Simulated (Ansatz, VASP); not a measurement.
## BN in VASP and in Ansatz

Contents of POSCAR:

```
BN
1.0
    2.6009632452     -0.0012187544      0.0000000000
   -1.3014863509      2.1481329952      0.0000000000
    0.0000000000      0.0000000000      6.8720592528
B N
2 2
Direct
    0.3419266438      0.6841005342      0.2500000000
    0.6580733562      0.3158994658      0.7500000000
    0.3220549604      0.6437063556      0.7500000000
    0.6779450396      0.3562936444      0.2500000000
```

The input INCAR.step1:

```
SYSTEM = BN
PREC = Accurate
ENCUT = 520
ISMEAR = 0
SIGMA = 0.02
LREAL = .FALSE.
LASPH = .TRUE.
NELM = 100
NBANDS = 16
GGA = PE
ALGO = Normal
EDIFF = 1E-4
LWAVE = .TRUE.
LCHARG = .FALSE.
```

Contents of INCAR.step2:

```
SYSTEM = BN
PREC = Accurate
ENCUT = 520
EDIFF = 1E-7
ISMEAR = 0
SIGMA = 0.02
LREAL = .FALSE.
LASPH = .TRUE.
NELM = 100
ALGO = Normal
ISIF = 2
LWAVE = .FALSE.
LCHARG = .FALSE.
METAGGA = R2SCAN
LMIXTAU = .TRUE.
NBANDS = 16
ISTART = 1
```

Contents of KPOINTS:

```
regular mesh
0
G
  12 12 4
  0 0 0
```

Input for Ansatz:

```yaml
crystal:
  lattice:
    - [2.6009632452, -0.0012187544, 0.0]
    - [-1.3014863509, 2.1481329952, 0.0]
    - [0.0, 0.0, 6.8720592528]
  atoms:
    - { symbol: B, position: [0.3419266438, 0.6841005342, 0.25] }
    - { symbol: B, position: [0.6580733562, 0.3158994658, 0.75] }
    - { symbol: "N", position: [0.3220549604, 0.6437063556, 0.75] }
    - { symbol: "N", position: [0.6779450396, 0.3562936444, 0.25] }
basis:
  ecutwfc: 500
kpoints:
  mp_grid: { grid: [12, 12, 4] }
  band_path: { path: [VBM, CBM], npoints: 2 }
hamiltonian:
  xc: r2scan
scf:
  occupations: { method: gaussian, width: 0.02 }
output:
  forces: true
  stress: true
  eigenvalues: true
checkpoint:
  read: start.run
  write: ck
  compress: false
  write_wavefunctions: false
  write_every: 100000
```

Alike in both runs: task single point; functional r2SCAN; k mesh 12 × 12 × 4; occupations gaussian, width 0.02 eV; no spin polarisation.

|  | VASP | Ansatz |
| --- | --- | --- |
| version | VASP 6.6.1 | Ansatz 0.2.0 |
| potentials or method | VASP PAW PBE potentials, release 64 (B, N), cutoff 520 eV | scalar-relativistic, plane waves, PAW |
| valence electrons in the cell | 16 | 16 |

```csv
,VASP,Ansatz,Ansatz less VASP
gap on the k mesh at the Fermi level (eV),4.71,4.68,-0.035
least direct gap on the mesh (eV),5.14,5.09,-0.044
pressure (GPa),-9.8,-10.1,-0.35
"traceless stress, the component that is largest in VASP (GPa)",-20.12,-20.42,-0.305
```

VASP's potentials were made for PBE, not for r2SCAN.
